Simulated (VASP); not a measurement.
# BaTiO3 (P4/mmm) in VASP: a series of runs, part 2 of 2

VASP 6.6.1. Earlier steps stand in the parts before.

## 3. Single point, PBEsol (biaxial strain in the a-b plane: +3.0 %, then relaxed in part)

Input file INCAR:

```
SYSTEM = BaTiO3
  PREC = Accurate
  ENCUT = 520
  EDIFF = 1E-6
  ISMEAR = 0
  SIGMA = 0.02
  LREAL = .FALSE.
  LASPH = .TRUE.
  NELM = 100
  ALGO = Normal
  ISIF = 2
  LWAVE = .FALSE.
  LCHARG = .FALSE.
  GGA = PS
  NBANDS = 28
```

Input file KPOINTS:

```
regular mesh
0
G
  8 8 8
  0 0 0
```

Input file POSCAR:

```
BaTiO3
1.0
    4.0889654109      0.0000000000      0.0000000000
    0.0000000000      4.0889654109      0.0000000000
    0.0000000000      0.0000000000      3.8947242430
Ba Ti O
1 1 3
Direct
    0.5000000000      0.5000000000      0.5000000000
    0.0000000000      0.0000000000      0.0000000000
    0.5000000000      0.0000000000      0.0000000000
    0.0000000000      0.5000000000      0.0000000000
    0.0000000000      0.0000000000      0.5000000000
```

Potentials or basis: VASP PAW PBE potentials, release 64 (Ba_sv, Ti_sv, O).

Started as:

```
> cat potpaw_PBE.64/Ba_sv/POTCAR potpaw_PBE.64/Ti_sv/POTCAR potpaw_PBE.64/O/POTCAR > POTCAR
> mpirun -np 1 vasp_std > vasp.out
```

OUTCAR:

```text
SYSTEM = BaTiO3
   PREC = Accurate
   ENCUT = 520
   EDIFF = 1E-6
   ISMEAR = 0
   LREAL = .FALSE.
   LASPH = .TRUE.
   NELM = 100
   ISIF = 2
   GGA = PS

 ion  position               nearest neighbor table
   1  0.500  0.500  0.500-   3 2.82   4 2.82   3 2.82   4 2.82   3 2.82   3 2.82   4 2.82   4 2.82
                             5 2.89   5 2.89   5 2.89   5 2.89   2 3.49   2 3.49   2 3.49   2 3.49
   2  0.000  0.000  0.000-   5 1.95   5 1.95   3 2.04   4 2.04   4 2.04   3 2.04   1 3.49   1 3.49
                             1 3.49   1 3.49   1 3.49   1 3.49   1 3.49   1 3.49
   3  0.500  0.000  0.000-   2 2.04   2 2.04   1 2.82   1 2.82   1 2.82   1 2.82
   4  0.000  0.500  0.000-   2 2.04   2 2.04   1 2.82   1 2.82   1 2.82   1 2.82
   5  0.000  0.000  0.500-   2 1.95   2 1.95   1 2.89   1 2.89   1 2.89   1 2.89

  LATTYP: Found a simple tetragonal cell.
 ALAT       =     4.0889654109
 C/A-ratio  =     0.9524962556

  Lattice vectors:

 A1 = (   4.0889654109,   0.0000000000,   0.0000000000)
 A2 = (   0.0000000000,   4.0889654109,   0.0000000000)
 A3 = (   0.0000000000,   0.0000000000,   3.8947242430)

Analysis of symmetry for initial positions (statically):
=====================================================================
 Subroutine PRICEL returns:
[... 175 lines left out ...]
  energy without entropy =      -41.89489667  energy(sigma->0) =      -41.89489667

 E-fermi :   3.7979     XC(G=0): -11.4350

 val. band max:        3.6179603431   @ k =   0.5000   0.5000   0.5000
 cond. band min:       5.1853721207   @ k =   0.0000   0.0000   0.0000
 fundamental gap:      1.5674117776
 Fermi energy:         3.7978927014

 k-point     1 :       0.0000    0.0000    0.0000
  band No.  band energies     occupation
      1     -52.8568      2.00000
      2     -29.1933      2.00000
      3     -29.1657      2.00000
      4     -29.1657      2.00000
      5     -21.2242      2.00000
      6     -13.2882      2.00000
[... 733 lines left out ...]
     27      11.3180      0.00000
     28      12.3294      0.00000

 [... further k-points ...]
[... 5 lines left out ...]
  --------------------------------------------------------------------------------------
  -------------------------------------------------------------------------------------
  Total       -3.0093079     -3.0093079      0.7780629      0.0000000      0.0000000      0.0000000
  in kB      -74.0412282    -74.0412282     19.1435151      0.0000000      0.0000000      0.0000000
  external PRESSURE =     -42.9796471 kB  Pullay stress =       0.0000000 kB

 VOLUME and BASIS-vectors are now :
 -----------------------------------------------------------------------------
  energy-cutoff  :      520.00
  volume of cell :       65.12
      direct lattice vectors                 reciprocal lattice vectors
     4.088965411  0.000000000  0.000000000     0.244560641  0.000000000  0.000000000
     0.000000000  4.088965411  0.000000000     0.000000000  0.244560641  0.000000000
     0.000000000  0.000000000  3.894724243     0.000000000  0.000000000  0.256757587

 POSITION                                       TOTAL-FORCE (eV/Angst)
 -----------------------------------------------------------------------------------
      2.04448      2.04448      1.94736         0.000000      0.000000      0.000000
      0.00000      0.00000      0.00000         0.000000      0.000000      0.000000
      2.04448      0.00000      0.00000         0.000000      0.000000      0.000000
      0.00000      2.04448      0.00000         0.000000      0.000000      0.000000
      0.00000      0.00000      1.94736         0.000000      0.000000      0.000000
 -----------------------------------------------------------------------------------
    total drift:                                0.000000     -0.000000      0.000000

  FREE ENERGIE OF THE ION-ELECTRON SYSTEM (eV)
  ---------------------------------------------------
  free  energy   TOTEN  =       -41.8948966742 eV

  energy  without entropy=      -41.8948966742  energy(sigma->0) =      -41.89489667
```

stdout:

```text
POSCAR found type information on POSCAR BaTiO
 POSCAR found :  3 types and       5 ions
 scaLAPACK will be used
 -----------------------------------------------------------------------------
|                                                                             |
|                                                                             |
|     You enforced a specific xc type in the INCAR file but a different       |
|     I HOPE YOU KNOW WHAT YOU ARE DOING!                                     |
|                                                                             |
 -----------------------------------------------------------------------------

 LDA part: xc-table for (Slater+PW92), standard interpolation
 POSCAR, INCAR and KPOINTS ok, starting setup
 FFT: planning ... GRIDC
 FFT: planning ... GRID_SOFT
 FFT: planning ... GRID
 WAVECAR not read
 entering main loop
```

Run time: 2.1 min. Hardware: 1 thread of Intel Xeon 8259CL, shared host; peak memory 0.27 GiB.

Results:

```yaml
Free_energy: -41.8949 eV
Pressure: -4.3 GPa
Band_gap_on_the_k_mesh: 1.57 eV (least direct gap 1.73 eV)
```

Caveat: the cell differs from its parent crystal (biaxial strain in the a-b plane: +3.0 %, then relaxed in part); the stress differs along the axes, from -7 to 2 GPa; the PAW data sets were made with another functional, which shifts forces and pressure a little; spin-orbit coupling is left out, which moves the levels of the heavy elements. A k mesh can miss the band edges.

## 4. Single point, PBEsol (biaxial strain in the a-b plane: +3.0 %)

Input file INCAR:

```
ALGO = Normal
EDIFF = 1E-6
ENCUT = 520
GGA = PS
ISIF = 2
ISMEAR = 0
LASPH = T
LCHARG = F
LREAL = F
LWAVE = F
NBANDS = 28
NELM = 100
PREC = Accurate
SIGMA = 0.02
```

Input file KPOINTS:

```
k-points
0
Gamma
  8 8 8
```

Edit POSCAR of step 3 so:

```diff
@@ -4,3 +4,3 @@
     0.0000000000      4.0889654109      0.0000000000
-    0.0000000000      0.0000000000      3.8947242430
+    0.0000000000      0.0000000000      3.8984116830
 Ba Ti O
```

Started as:

```
> cat potpaw_PBE.64/Ba_sv/POTCAR potpaw_PBE.64/Ti_sv/POTCAR potpaw_PBE.64/O/POTCAR > POTCAR
> mpirun -np 1 vasp_std > vasp.out
```

Run time: 2.2 min. Hardware: 1 thread of Intel Xeon 8259CL, shared host; peak memory 0.27 GiB.

It converged, with:

```yaml
Free_energy: -41.8956 eV
Pressure: -4.5 GPa
Band_gap_on_the_k_mesh: 1.57 eV (least direct gap 1.73 eV)
```

Stress tensor (GPa, compression positive):
```
-7.50  0.00  0.00
 0.00 -7.50  0.00
 0.00  0.00  1.58
```

Levels at points of the mesh, in eV from the valence-band top:
```tsv
k point	band 18	band 19	band 20	band 21	band 22	band 23
(0.00, 0.00, 0.00)	-0.22	-0.22	-0.16	1.57	1.66	1.66
(0.50, 0.00, 0.00)	-1.70	-0.77	-0.73	1.80	3.23	3.25
(0.50, 0.50, 0.00)	-1.20	-1.20	-0.23	3.25	3.25	3.61
(0.00, 0.00, 0.50)	-1.93	-0.80	-0.80	1.77	3.63	3.64
(0.50, 0.00, 0.50)	-0.81	-0.80	-0.12	3.24	3.65	3.90
(0.50, 0.50, 0.50)	-0.11	0.00	0.00	3.89	4.13	4.13
```

Caveat: the cell differs from its parent crystal (biaxial strain in the a-b plane: +3.0 %); the stress differs along the axes, from -7 to 2 GPa; the PAW data sets were made with another functional, which shifts forces and pressure a little; spin-orbit coupling is left out, which moves the levels of the heavy elements. A k mesh can miss the band edges.

## 5. Overview

| cell | gap on the mesh (eV) | pressure (GPa) |
| --- | --- | --- |
| a = 4.049, b = 4.049, c = 3.922 Å, 5 atoms | 1.63 | -2.6 |
| a = 4.089, b = 4.089, c = 3.895 Å, 5 atoms | 1.57 | -4.3 |
| a = 4.089, b = 4.089, c = 3.898 Å, 5 atoms | 1.57 | -4.5 |

Alike in all rows: task single point; level PBEsol; potentials or basis VASP PAW PBE potentials, release 64 (Ba_sv, Ti_sv, O); no spin polarisation; k mesh 8 × 8 × 8; cutoff (eV) 520; smearing gaussian 0.02 eV.

Caveats: the PAW data sets were made with another functional, which shifts forces and pressure a little; spin-orbit coupling is left out, which moves the levels of the heavy elements; the stress differs along the axes, from -7 to 2 GPa (at least some runs); the stress differs along the axes, from -5 to 2 GPa (at least some runs).

Total energies depend on the potentials used, so only differences within one code and one set of settings carry meaning.
